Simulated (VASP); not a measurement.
Wanted: the native input for a VASP 6.6.1 run.

```yaml
Task: single point
Functional: LDA
Potentials_or_basis: VASP PAW LDA potentials, release 64 (C)
Cutoff: 600 eV
k_mesh: 9 × 9 × 9
Occupations: gaussian, width 0.02 eV
Spin: no spin polarisation
Dipole_correction: no
Further_INCAR_settings: ALGO = Normal; EDIFF = 1e-06; NBANDS = 11
```

The structure of C lies in POSCAR:

```
C
1.0
   -0.0070629898      1.7321982429      1.7321982429
    1.7321982429     -0.0070629898      1.7321982429
    1.7321982429      1.7321982429     -0.0070629898
C
2
Direct
   -0.0001005299     -0.0001005299     -0.0001005299
    0.2501005299      0.2501005299      0.2501005299
```

This cell differs from its parent crystal: strained cell.

One way to write it, as run:

INCAR

```
SYSTEM = C
  PREC = Accurate
  ENCUT = 600
  EDIFF = 1E-6
  ISMEAR = 0
  SIGMA = 0.02
  LREAL = .False.
  LASPH = .True.
  NELM = 120
  ALGO = Normal
  ISIF = 2
  LWAVE = .False.
  LCHARG = .False.
  GGA = CA
  NBANDS = 11
  GGA_COMPAT = .False.
```

KPOINTS

```
regular mesh
0
Gamma
  9 9 9
  0 0 0
```

Potentials or basis: VASP PAW LDA potentials, release 64 (C).

Command:

```console
$ cat potpaw_LDA.64/C/POTCAR > POTCAR
$ mpirun -np 1 vasp_std > vasp.out
```

Results of the run:

| Property | Result |
| --- | --- |
| Pressure | 27.6 GPa |
| Band gap on the k mesh | 4.30 eV (least direct gap 5.69 eV) |

Caveat: the cell differs from its parent crystal (strained cell); the cell stands under pressure; an odd mesh through Γ misses points on the zone boundary, where band edges can lie.

It took 11 s on 1 thread of Intel(R) Xeon(R) Platinum 8259CL CPU @ 2.50GHz (Skylake/Cascade Lake) (shared host), peak memory 0.12 GiB.
